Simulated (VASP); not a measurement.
Write the native input for VASP 6.6.1 that does the following.

```
Task                   : single point
Functional             : PBEsol
Potentials or basis    : VASP PAW PBE potentials, release 64 (Ca_sv)
Cutoff                 : 520 eV
k mesh                 : 16 × 16 × 16
Occupations            : gaussian, width 0.15 eV
Spin                   : no spin polarisation
Dipole correction      : no
Further INCAR settings : ALGO = Normal; EDIFF = 1e-07; NBANDS = 11
```

The structure of Ca lies in POSCAR:

```
Ca
1.0
    0.0000000000      2.7942000000      2.7942000000
    2.7942000000      0.0000000000      2.7942000000
    2.7942000000      2.7942000000      0.0000000000
Ca
1
Direct
    0.0000000000      0.0000000000      0.0000000000
```

The input as run:

INCAR

```
SYSTEM = Ca
PREC = Accurate
ENCUT = 520
EDIFF = 1E-7
ISMEAR = 0
SIGMA = 0.15
LREAL = .FALSE.
LASPH = .TRUE.
NELM = 80
ALGO = Normal
ISIF = 2
LWAVE = .FALSE.
LCHARG = .FALSE.
GGA = PS
NBANDS = 11
```

KPOINTS

```
regular mesh
0
G
  16 16 16
  0 0 0
```

Potentials or basis: VASP PAW PBE potentials, release 64 (Ca_sv).

Run with:

```sh
$ cat potpaw_PBE.64/Ca_sv/POTCAR > POTCAR
$ mpirun -np 1 vasp_std > vasp.out
```

It gave:

| Quantity | Value |
| --- | --- |
| Pressure | -1.2 GPa |
| Band gap on the k mesh | zero (band 5 reaches 1.98 eV, above the bottom of band 6 at 1.58 eV) |

Caveat: the PAW data sets were made with another functional, which shifts forces and pressure a little.

It took 37 s on 1 thread of Intel(R) Xeon(R) Platinum 8488C (Sapphire Rapids), with other jobs on the host, peak memory 0.21 GiB.
